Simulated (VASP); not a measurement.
Wanted: the native input for a VASP 6.6.1 run.

```
Task                   : single point
Functional             : r2SCAN
Potentials or basis    : VASP PAW PBE potentials, release 64 (Al, Cu)
Cutoff                 : 520 eV
k mesh                 : 8 × 8 × 4
Occupations            : gaussian, width 0.1 eV
Spin                   : no spin polarisation
Dipole correction      : no
Further INCAR settings : ALGO = Normal; EDIFF = 1e-06; NBANDS = 18
```

Crystal: Al3Cu.

```xyz
4
Lattice="2.7701 0.0000 0.0000 0.0000 2.7701 0.0000 0.0000 0.0000 7.6123" Properties=species:S:1:pos:R:3 pbc="T T T"
Al    0.0000    0.0000    3.8062
Al    1.3850    1.3850    1.6942
Al    1.3850    1.3850    5.9181
Cu    0.0000    0.0000    0.0000
```

The input as run:

POSCAR

```
Al3Cu
1.0
    2.7700810486      0.0000000000      0.0000000000
    0.0000000000      2.7700810486      0.0000000000
    0.0000000000      0.0000000000      7.6123114096
Al Cu
3 1
Direct
    0.0000000000      0.0000000000      0.5000000000
    0.5000000000      0.5000000000      0.2225633006
    0.5000000000      0.5000000000      0.7774366994
    0.0000000000      0.0000000000      0.0000000000
```

INCAR.step1

```
ALGO = Normal ; EDIFF = 1E-4
ENCUT = 520 ; GGA = PE
ISMEAR = 0 ; LASPH = True
LCHARG = False ; LREAL = False
LWAVE = True ; NBANDS = 18
NELM = 80 ; PREC = Accurate
SIGMA = 0.1
```

INCAR.step2

```
ALGO = Normal ; EDIFF = 1E-6
ENCUT = 520 ; ISIF = 2
ISMEAR = 0 ; ISTART = 1
LASPH = True ; LCHARG = True
LELF = True ; LMIXTAU = True
LREAL = False ; LVHAR = True
LWAVE = False ; METAGGA = R2SCAN
NBANDS = 18 ; NELM = 80
PREC = Accurate ; SIGMA = 0.1
```

KPOINTS

```
k-points
0
Gamma
  8 8 4
```

Potentials or basis: VASP PAW PBE potentials, release 64 (Al, Cu).

The run is started by

```sh
$ cat potpaw_PBE.64/Al/POTCAR potpaw_PBE.64/Cu/POTCAR > POTCAR
$ cp INCAR.step1 INCAR
$ mpirun -np 1 vasp_std > vasp.out
$ cp INCAR.step2 INCAR
$ mpirun -np 1 vasp_std > vasp.out
```

It gave:

The pressure is -0.2 GPa. The largest force is 0.021 eV/Å and the band gap on the k mesh is zero (bands 10 and 11 overlap by 6.14 eV).

Caveat: the PAW data sets were made with another functional, which shifts forces and pressure a little.

Run time: 74 s on 1 thread of Intel(R) Xeon(R) 6975P-C (Granite Rapids), on a shared host, peak memory 0.21 GiB.
